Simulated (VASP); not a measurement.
# PtSe2 (P-3m1) in VASP: notebook

Runs on PtSe2. Level: PBEsol+D3(BJ). Tasks: single point.

Program: VASP 6.6.1. These are calculated values, not measurements. Logs are shortened: lines on timing, memory, paths and dates and some standing lists are left out, and cuts for length are marked.

## Step 1: The cell of the first run

The structure is trigonal, space group P-3m1 (No. 164). Conventional cell: a = 3.724 Å, b = 3.724 Å, c = 5.062 Å, α = 90.00°, β = 90.00°, γ = 120.00°. Within 3.3 Å of Pt (site symmetry -3m) lie 6 Se at 2.49 Å. Within 3.3 Å of Se (site symmetry 3m) lie 3 Pt at 2.49 Å.

## Step 2: Single point, PBEsol+D3(BJ)

Input file INCAR:

```
SYSTEM = PtSe2
PREC = Accurate
ENCUT = 520
EDIFF = 1E-7
ISMEAR = 0
SIGMA = 0.15
LREAL = .False.
LASPH = .True.
NELM = 100
ALGO = Normal
ISIF = 2
LWAVE = .False.
LCHARG = .False.
GGA = PS
IVDW = 12
NBANDS = 18
```

Input file KPOINTS:

```
Automatic mesh
0
Gamma
  12 12 10
  0 0 0
```

Input file POSCAR:

```
PtSe2
1.0
    3.7240006046      0.0000000000      0.0000000000
   -1.8620003023      3.2250791273      0.0000000000
    0.0000000000      0.0000000000      5.0620000000
Pt Se
1 2
Direct
    0.0000000000      0.0000000000      0.0000000000
    0.3333333333      0.6666666667      0.2500000000
    0.6666666667      0.3333333333      0.7500000000
```

Potentials or basis: VASP PAW PBE potentials, release 64 (Pt, Se).

Started as:

```console
cat potpaw_PBE.64/Pt/POTCAR potpaw_PBE.64/Se/POTCAR > POTCAR
mpirun -np 1 vasp_std > vasp.out
```

OUTCAR:

```text
SYSTEM = PtSe2
   PREC = Accurate
   ENCUT = 520
   EDIFF = 1E-7
   ISMEAR = 0
   LREAL = .False.
   LASPH = .True.
   NELM = 100
   ISIF = 2
   GGA = PS
   IVDW = 12
 IVDW          = 12

 ion  position               nearest neighbor table
   1  0.000  0.000  0.000-   2 2.49   3 2.49   3 2.49   2 2.49   3 2.49   2 2.49
   2  0.333  0.667  0.250-   1 2.49   1 2.49   1 2.49
   3  0.667  0.333  0.750-   1 2.49   1 2.49   1 2.49

  LATTYP: Found a hexagonal cell.
 ALAT       =     3.7240006046
 C/A-ratio  =     1.3592908642

  Lattice vectors:

 A1 = (   3.7240006046,   0.0000000000,   0.0000000000)
 A2 = (  -1.8620003023,   3.2250791273,   0.0000000000)
 A3 = (   0.0000000000,   0.0000000000,   5.0620000000)

Analysis of symmetry for initial positions (statically):
=====================================================================
 Subroutine PRICEL returns:
 Original cell was already a primitive cell.

 Routine SETGRP: Setting up the symmetry group for a
 hexagonal supercell.

 Subroutine GETGRP returns: Found 12 space group operations
 (whereof 12 operations were pure point group operations)
 out of a pool of 24 trial point group operations.

The static configuration has the point symmetry D_3d.

Analysis of symmetry for dynamics (positions and initial velocities):
=====================================================================
 Subroutine PRICEL returns:
 Original cell was already a primitive cell.

 Routine SETGRP: Setting up the symmetry group for a
 hexagonal supercell.

 Subroutine GETGRP returns: Found 12 space group operations
 (whereof 12 operations were pure point group operations)
 out of a pool of 24 trial point group operations.

The dynamic configuration has the point symmetry D_3d.

 Subroutine INISYM returns: Found 12 space group operations
 (whereof 12 operations are pure point group operations),
 and found     1 'primitive' translations

----------------------------------------------------------------------------------------

                                     Primitive cell

  volume of cell :      60.7956

  direct lattice vectors                    reciprocal lattice vectors
     3.724000605  0.000000000  0.000000000     0.268528420  0.155034956  0.000000000
    -1.862000302  3.225079127  0.000000000     0.000000000  0.310069912  0.000000000
     0.000000000  0.000000000  5.062000000     0.000000000  0.000000000  0.197550375

  length of vectors
     3.724000605  3.724000605  5.062000000     0.310069912  0.310069912  0.197550375

  position of ions in fractional coordinates (direct lattice)
     0.000000000  0.000000000  0.000000000
     0.333333333  0.666666667  0.250000000
     0.666666667  0.333333333  0.750000000

  ion indices of the primitive-cell ions
   primitive index   ion index
                 1           1
                 2           2
                 3           3

----------------------------------------------------------------------------------------

 KPOINTS: Automatic mesh

Automatic generation of k-mesh.
 Grid dimensions read from file:
 generate k-points for:   12   12   10

 Generating k-lattice:

  Cartesian coordinates                     Fractional coordinates (reciprocal lattice)
     0.022377368  0.012919580  0.000000000     0.083333333  0.000000000  0.000000000
     0.000000000  0.025839159  0.000000000     0.000000000  0.083333333  0.000000000
     0.000000000  0.000000000  0.019755038     0.000000000  0.000000000  0.100000000

  Length of vectors
     0.025839159  0.025839159  0.019755038

  Shift w.r.t. Gamma in fractional coordinates (k-lattice)
     0.000000000  0.000000000  0.000000000

 Subroutine IBZKPT returns following result:
 ===========================================

 Found    162 irreducible k-points:

 Following reciprocal coordinates:
            Coordinates               Weight
  0.000000  0.000000  0.000000      1.000000
  0.083333  0.000000  0.000000      6.000000
  0.166667 -0.000000  0.000000      6.000000
  0.250000  0.000000  0.000000      6.000000
  0.333333 -0.000000  0.000000      6.000000
  0.416667  0.000000  0.000000      6.000000
[... 16 lines left out ...]
  0.166667 -0.000000  0.100000      6.000000
  0.000000  0.166667  0.100000      6.000000
 [... further k-points ...]
   k-points           NKPTS =    162   k-points in BZ     NKDIM =    162   number of bands    NBANDS=     18
   number of dos      NEDOS =    301   number of ions     NIONS =      3
   total plane-waves  NPLWV =  31360
   dimension x,y,z NGX =    28 NGY =   28 NGZ =   40
   dimension x,y,z NGXF=    56 NGYF=   56 NGZF=   80
   ions per type =               1   2
   NGX,Y,Z   is equivalent  to a cutoff of  12.50, 12.50, 13.14 a.u.
   NGXF,Y,Z  is equivalent  to a cutoff of  25.00, 25.00, 26.27 a.u.
 SYSTEM =  PtSe2
   PREC   = accura    normal or accurate (medium, high low for compatibility)
   ISTART =      0    job   : 0-new  1-cont  2-samecut
   ICHARG =      2    charge: 1-file 2-atom 10-const
   ISPIN  =      1    spin polarized calculation?
   LNONCOLLINEAR =      F non collinear calculations
   LSORBIT =      F    spin-orbit coupling
   LASPH  =      T    aspherical Exc in radial PAW
   ENCUT  =  520.0 eV  38.22 Ry    6.18 a.u.   6.92  6.92  9.41*2*pi/ulx,y,z
   NELM   =    100;   NELMIN=  2; NELMDL= -5     # of ELM steps
   EDIFF  = 0.1E-06   stopping-criterion for ELM
   LREAL  =      F    real-space projection
   EDIFFG = 0.1E-05   stopping-criterion for IOM
   NSW    =      0    number of steps for IOM
   IBRION =     -1    ionic relax: 0-MD 1-quasi-New 2-CG
   NFREE  =      0    steps in history (QN), initial steepest desc. (CG)
   ISIF   =      2    stress and relaxation
   ISYM   =      2    0-nonsym 1-usesym 2-fastsym
   POTIM  = 0.5000    time-step for ionic-motion
   TEBEG  =    0.0;   TEEND  =   0.0 temperature during run
   PSTRESS=    0.0 pullay stress
   NELECT =      22.0000    total number of electrons
   NUPDOWN=      -1.0000    fix difference up-down
   EMIN   =  10.00;   EMAX   =-10.00  energy-range for DOS
   EFERMI =   0.00;   METHOD = LEGACY
   ISMEAR =     0;   SIGMA  =   0.15  broadening in eV -4-tet -1-fermi 0-gaus
   EFERMI_NEDOS =   21; number of points for ismear=-14 and -15
   IALGO  =     38    algorithm
   IMIX   =      4    mixing-type and parameters
     AMIX     =   0.40;   BMIX     =  1.00
     AMIX_MAG =   1.60;   BMIX_MAG =  1.00
  volume/ion in A,a.u.               =      20.27       136.76
  Fermi-wavevector in a.u.,A,eV,Ry     =   1.166608  2.204570 18.517180  1.360974
  Thomas-Fermi vector in A             =   2.303119
   LORBIT       =      0    0 simple, 1 ext, 2 COOP (PROOUT), +10 PAW based schemes
   GGA     = PS    functional components
   LHFCALC =     F    Hartree Fock is set to
   AEXX    =    0.0000 exact exchange contribution
   IVDW    =    12    specifies the selected vdW correction
   LEPSILON=     F    determine dielectric tensor
   LRPA    =     F    only Hartree local field effects (RPA)
 non-spin polarized calculation
 Gauss-broadening in eV      SIGMA  =   0.15
  energy-cutoff  :      520.00
  volume of cell :       60.80
 maximum number of plane-waves:      1654
   NGX = 13   NGY = 13   NGZ = 19

 number of electron      21.9999999 magnetization

 Free energy of the ion-electron system (eV)
  ---------------------------------------------------
  ext. energy  EPLUGINS =         0.00000000
  ---------------------------------------------------
  free energy    TOTEN  =       -15.88950552 eV

  energy without entropy =      -15.88209401  energy(sigma->0) =      -15.88579977

 E-fermi :   6.3900     XC(G=0): -10.8049

 val. band max:        6.3873036164   @ k =   0.3333   0.3333   0.0000
 cond. band min:       6.3916786197   @ k =   0.0833   0.0000   0.1000
 fundamental gap:      0.0043750033
 Fermi energy:         6.3899851654

 k-point     1 :       0.0000    0.0000    0.0000
  band No.  band energies     occupation
      1      -9.3397      2.00000
      2      -6.4936      2.00000
      3      -0.8337      2.00000
      4      -0.1107      2.00000
      5      -0.1107      2.00000
      6       2.3695      2.00000
[... 10 lines left out ...]
     17      13.6122      0.00000
     18      18.0878      0.00000

 k-point     2 :       0.0833    0.0000    0.0000
  band No.  band energies     occupation
      1      -9.2608      2.00000
      2      -6.5291      2.00000
      3      -0.7402      2.00000
      4      -0.0598      2.00000
      5      -0.0552      2.00000
      6       2.2641      2.00000
[... 10 lines left out ...]
     17      13.8757      0.00000
     18      16.8762      0.00000

 k-point     3 :       0.1667   -0.0000    0.0000
  band No.  band energies     occupation
      1      -9.0320      2.00000
      2      -6.6279      2.00000
      3      -0.4749      2.00000
      4       0.0813      2.00000
      5       0.1105      2.00000
      6       1.8674      2.00000
[... 10 lines left out ...]
     17      14.5029      0.00000
     18      15.3903      0.00000

 k-point     4 :       0.2500    0.0000    0.0000
  band No.  band energies     occupation
      1      -8.6786      2.00000
      2      -6.7718      2.00000
      3      -0.1241      2.00000
      4       0.2725      2.00000
      5       0.3862      2.00000
      6       1.1515      2.00000
[... 10 lines left out ...]
     17      14.5381      0.00000
     18      14.6941      0.00000

 k-point     5 :       0.3333   -0.0000    0.0000
  band No.  band energies     occupation
      1      -8.2478      2.00000
      2      -6.9458      2.00000
      3      -0.1983      2.00000
      4       0.4434      2.00000
      5       0.6180      2.00000
      6       1.0287      2.00000
[... 10 lines left out ...]
     17      14.2152      0.00000
     18      15.1509      0.00000

 k-point     6 :       0.4167    0.0000    0.0000
  band No.  band energies     occupation
      1      -7.8107      2.00000
      2      -7.1548      2.00000
      3      -0.7529      2.00000
      4       0.5363      2.00000
      5       0.8928      2.00000
      6       1.6684      2.00000
[... 10 lines left out ...]
     17      13.8190      0.00000
     18      16.5059      0.00000

 k-point     7 :       0.5000    0.0000    0.0000
  band No.  band energies     occupation
      1      -7.4779      2.00000
      2      -7.3931      2.00000
      3      -0.9905      2.00000
      4       0.5605      2.00000
      5       1.0475      2.00000
      6       2.1197      2.00000
[... 10 lines left out ...]
     17      13.6774      0.00000
     18      17.6377      0.00000

 k-point     8 :       0.0833    0.0833    0.0000
  band No.  band energies     occupation
      1      -9.1069      2.00000
      2      -6.5961      2.00000
      3      -0.5598      2.00000
      4       0.0389      2.00000
      5       0.0512      2.00000
      6       2.1111      2.00000
[... 10 lines left out ...]
     17      14.4248      0.00000
     18      15.6938      0.00000
[... 229 lines left out ...]
     17      15.0903      0.00000
     18      16.7510      0.00000

 k-point    20 :       0.0000    0.0000    0.1000
  band No.  band energies     occupation
      1      -9.3021      2.00000
      2      -6.5907      2.00000
      3      -0.6915      2.00000
      4      -0.1058      2.00000
      5      -0.1058      2.00000
      6       2.3663      2.00000
[... 10 lines left out ...]
     17      13.5780      0.00000
     18      17.9402      0.00000

 k-point    21 :       0.0833    0.0000    0.1000
  band No.  band energies     occupation
      1      -9.2232      2.00000
      2      -6.6212      2.00000
      3      -0.6245      2.00000
      4      -0.0440      2.00000
      5      -0.0440      2.00000
      6       2.2716      2.00000
[... 10 lines left out ...]
     17      13.6410      0.00000
     18      16.3669      0.00000

 k-point    22 :       0.0000    0.0833    0.1000
  band No.  band energies     occupation
      1      -9.2239      2.00000
      2      -6.6186      2.00000
      3      -0.6416      2.00000
      4      -0.0664      2.00000
      5      -0.0109      2.00000
      6       2.2450      2.00000
[... 10 lines left out ...]
     17      14.0463      0.00000
     18      16.3010      0.00000

 k-point    23 :       0.1667   -0.0000    0.1000
  band No.  band energies     occupation
      1      -8.9933      2.00000
      2      -6.7117      2.00000
      3      -0.3942      2.00000
      4       0.1078      2.00000
      5       0.1277      2.00000
      6       1.9168      2.00000
[... 10 lines left out ...]
     17      14.1108      0.00000
     18      15.1283      0.00000

 k-point    24 :       0.0000    0.1667    0.1000
  band No.  band energies     occupation
      1      -8.9991      2.00000
      2      -6.6927      2.00000
      3      -0.5182      2.00000
      4       0.0609      2.00000
      5       0.2583      2.00000
      6       1.7903      2.00000
[... 10 lines left out ...]
     17      14.8892      0.00000
     18      14.9863      0.00000

 [... further k-points ...]

------------------------ aborting loop because EDIFF is reached ----------------------------------------

 Edisp (eV)   -1.27883

 E8    (eV) :    -0.8315

  FORCE on cell =-STRESS in cart. coord.  units (eV):
  Direction    XX          YY          ZZ          XY          YZ          ZX
  --------------------------------------------------------------------------------------
  -------------------------------------------------------------------------------------
  Total      -0.26908    -0.26908    -0.89750     0.00000     0.00000     0.00000
  in kB      -7.09130    -7.09130   -23.65217     0.00000     0.00000     0.00000
  external pressure =      -12.61 kB  Pullay stress =        0.00 kB

 VOLUME and BASIS-vectors are now :
 -----------------------------------------------------------------------------
  energy-cutoff  :      520.00
  volume of cell :       60.80
      direct lattice vectors                 reciprocal lattice vectors
     3.724000605  0.000000000  0.000000000     0.268528420  0.155034956  0.000000000
    -1.862000302  3.225079127  0.000000000     0.000000000  0.310069912  0.000000000
     0.000000000  0.000000000  5.062000000     0.000000000  0.000000000  0.197550375

 POSITION                                       TOTAL-FORCE (eV/Angst)
 -----------------------------------------------------------------------------------
      0.00000      0.00000      0.00000        -0.000000      0.000000      0.000000
     -0.00000      2.15005      1.26550         0.000000     -0.000000      0.333115
      1.86200      1.07503      3.79650        -0.000000      0.000000     -0.333115
 -----------------------------------------------------------------------------------
    total drift:                               -0.000000     -0.000000     -0.000000

  FREE ENERGIE OF THE ION-ELECTRON SYSTEM (eV)
  ---------------------------------------------------
  free  energy   TOTEN  =       -17.1683336233 eV

  energy  without entropy=      -17.1609221140  energy(sigma->0) =      -17.16462787
```

Wall time 3.4 min (1 thread of Intel Xeon Platinum 8259CL at 2.50GHz (Skylake/Cascade Lake), shared host); peak memory 0.32 GiB.

What came out:

```
Free energy                : -17.1683 eV
Pressure                   : -1.3 GPa
Largest force              : 0.333 eV/Å
Band gap on the k mesh     : zero (band 11 reaches 6.81 eV, above the bottom of band 12 at 6.39 eV)
Dispersion energy per atom : -0.426 eV
```

Forces in eV/Å, atoms in the order of the input:
```
Pt   0.000  0.000  0.000
Se   0.000  0.000  0.333
Se   0.000  0.000 -0.333
```

Stress tensor (GPa, compression positive):
```
-0.71  0.00  0.00
 0.00 -0.71  0.00
 0.00  0.00 -2.37
```

Caveat: the PAW data sets were made with another functional, which shifts forces and pressure a little; spin-orbit coupling is left out, which moves the levels of the heavy elements; pairwise dispersion overbinds metals, which lowers pressure and volume.

## Step 3: Single point, PBEsol+D3(BJ)

Input file INCAR:

```
SYSTEM = PtSe2
PREC = Accurate ; ENCUT = 520
EDIFF = 1E-6 ; ISMEAR = 0
SIGMA = 0.15 ; LREAL = .False.
LASPH = .True. ; NELM = 60
ALGO = Normal ; ISIF = 2
LWAVE = .False. ; LCHARG = .False.
GGA = PS ; IVDW = 12
NBANDS = 18
```

Input file KPOINTS:

```
regular mesh
0
Gamma
  18 18 10
  0 0 0
```

POSCAR is that of step 2.

Potentials or basis: VASP PAW PBE potentials, release 64 (Pt, Se).

Started as:

```console
cat potpaw_PBE.64/Pt/POTCAR potpaw_PBE.64/Se/POTCAR > POTCAR
mpirun -np 1 vasp_std > vasp.out
```

OUTCAR:

```text
SYSTEM = PtSe2
   PREC = Accurate
   ENCUT = 520
   EDIFF = 1E-6
   ISMEAR = 0
   LREAL = .False.
   LASPH = .True.
   NELM = 60
   ISIF = 2
   GGA = PS
   IVDW = 12
 IVDW          = 12

 ion  position               nearest neighbor table
   1  0.000  0.000  0.000-   2 2.49   3 2.49   3 2.49   2 2.49   3 2.49   2 2.49
   2  0.333  0.667  0.250-   1 2.49   1 2.49   1 2.49
   3  0.667  0.333  0.750-   1 2.49   1 2.49   1 2.49

  LATTYP: Found a hexagonal cell.
 ALAT       =     3.7240006046
 C/A-ratio  =     1.3592908642

  Lattice vectors:

[... 695 lines left out ...]
 Edisp (eV)   -1.27883

 E8    (eV) :    -0.8315

  FORCE on cell =-STRESS in cart. coord.  units (eV):
  Direction    XX          YY          ZZ          XY          YZ          ZX
  --------------------------------------------------------------------------------------
  -------------------------------------------------------------------------------------
  Total      -0.26030    -0.26030    -0.89374     0.00000     0.00000    -0.00000
  in kB      -6.85970    -6.85970   -23.55309     0.00000     0.00000    -0.00000
  external pressure =      -12.42 kB  Pullay stress =        0.00 kB

 VOLUME and BASIS-vectors are now :
 -----------------------------------------------------------------------------
  energy-cutoff  :      520.00
  volume of cell :       60.80
      direct lattice vectors                 reciprocal lattice vectors
     3.724000605  0.000000000  0.000000000     0.268528420  0.155034956  0.000000000
    -1.862000302  3.225079127  0.000000000     0.000000000  0.310069912  0.000000000
     0.000000000  0.000000000  5.062000000     0.000000000  0.000000000  0.197550375

 POSITION                                       TOTAL-FORCE (eV/Angst)
 -----------------------------------------------------------------------------------
      0.00000      0.00000      0.00000        -0.000000      0.000000      0.000000
     -0.00000      2.15005      1.26550        -0.000000      0.000000      0.331266
      1.86200      1.07503      3.79650         0.000000     -0.000000     -0.331266
 -----------------------------------------------------------------------------------
    total drift:                               -0.000000     -0.000000     -0.000000

  FREE ENERGIE OF THE ION-ELECTRON SYSTEM (eV)
  ---------------------------------------------------
  free  energy   TOTEN  =       -17.1686317341 eV

  energy  without entropy=      -17.1611116002  energy(sigma->0) =      -17.16487167
```

It took 4.3 min on 1 thread of Intel Xeon Platinum 8259CL at 2.50GHz (Skylake/Cascade Lake), shared host; peak memory 0.47 GiB.

Results:

```yaml
Free_energy: -17.1686 eV
Pressure: -1.2 GPa
Largest_force: 0.331 eV/Å
Band_gap_on_the_k_mesh: zero (band 11 reaches 6.81 eV, above the bottom of band 12 at 6.29 eV)
Dispersion_energy_per_atom: -0.426 eV
```

Forces on the atoms (eV/Å):
```
Pt   0.000  0.000  0.000
Se   0.000  0.000  0.331
Se   0.000  0.000 -0.331
```

Caveat: the PAW data sets were made with another functional, which shifts forces and pressure a little; spin-orbit coupling is left out, which moves the levels of the heavy elements; pairwise dispersion overbinds metals, which lowers pressure and volume.
